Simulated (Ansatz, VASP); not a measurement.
Two plane-wave programs on CaO

INCAR

```
SYSTEM = CaO
ALGO = Normal ; EDIFF = 1E-6
ENCUT = 520 ; GGA = PE
ISIF = 2 ; ISMEAR = -1
LASPH = .True. ; LCHARG = .False.
LREAL = .False. ; LWAVE = .False.
NBANDS = 24 ; NELM = 100
PREC = Accurate ; SIGMA = 0.02
```

File KPOINTS:

```
k-points
0
Gamma
  12 12 6
  0 0 0
```

Contents of POSCAR:

```
CaO
1.0
    3.9808380002      0.0000000000      0.0000000000
   -1.9904190001      3.4475068365      0.0000000000
    0.0000000000      0.0000000000      4.7704440691
Ca O
2 2
Direct
    0.3333333333      0.6666666667     -0.0625000000
    0.6666666667      0.3333333333      0.4375000000
    0.3333333333      0.6666666667      0.4375000000
    0.6666666667      0.3333333333      0.9375000000
```

Input for Ansatz:

```yaml
crystal:
  lattice:
    - [3.9808380002, 0.0, 0.0]
    - [-1.9904190001, 3.4475068365, 0.0]
    - [0.0, 0.0, 4.7704440691]
  atoms:
    - { symbol: Ca, position: [0.3333333333, 0.6666666667, -0.0625] }
    - { symbol: Ca, position: [0.6666666667, 0.3333333333, 0.4375] }
    - { symbol: O, position: [0.3333333333, 0.6666666667, 0.4375] }
    - { symbol: O, position: [0.6666666667, 0.3333333333, 0.9375] }
kpoints:
  mp_grid: { grid: [12, 12, 6] }
  band_path:
    path:
      - [0.0, 0.0, 0.0]
      - [0.5, 0.0, 0.0]
      - [0.3333333333, 0.3333333333, 0.0]
      - [0.0, 0.0, 0.5]
      - [0.5, 0.0, 0.5]
      - [0.3333333333, 0.3333333333, 0.5]
    npoints: 1
hamiltonian:
  xc: pbe
scf:
  occupations: { method: fermi_dirac, width: 0.02 }
  n_extra_bands: 5
output:
  forces: true
  stress: true
  eigenvalues: true
  write_density: true
  write_potential: true
  elf: true
  volumetric_format: npy
```

Alike in both runs: task single point; functional PBE; k mesh 12 × 12 × 6; occupations fermi-dirac, width 0.02 eV; no spin polarisation.

|  | VASP | Ansatz |
| --- | --- | --- |
| version | VASP 6.6.1 | Ansatz 0.2.0 |
| potentials or method | VASP PAW PBE potentials, release 64 (Ca_sv, O) | plane waves, PAW |
| plane-wave cutoff (eV) | 520 | 420 |
| valence electrons in the cell | 32 | 32 |

|  | VASP | Ansatz | Ansatz less VASP |
| --- | --- | --- | --- |
| gap on the k mesh at the Fermi level (eV) | 3.19 | 3.21 | +0.015 |
| pressure (GPa) | 2.3 | 1.8 | -0.51 |
| traceless stress, the component that is largest in VASP (GPa) | 0.33 | 0.31 | -0.023 |
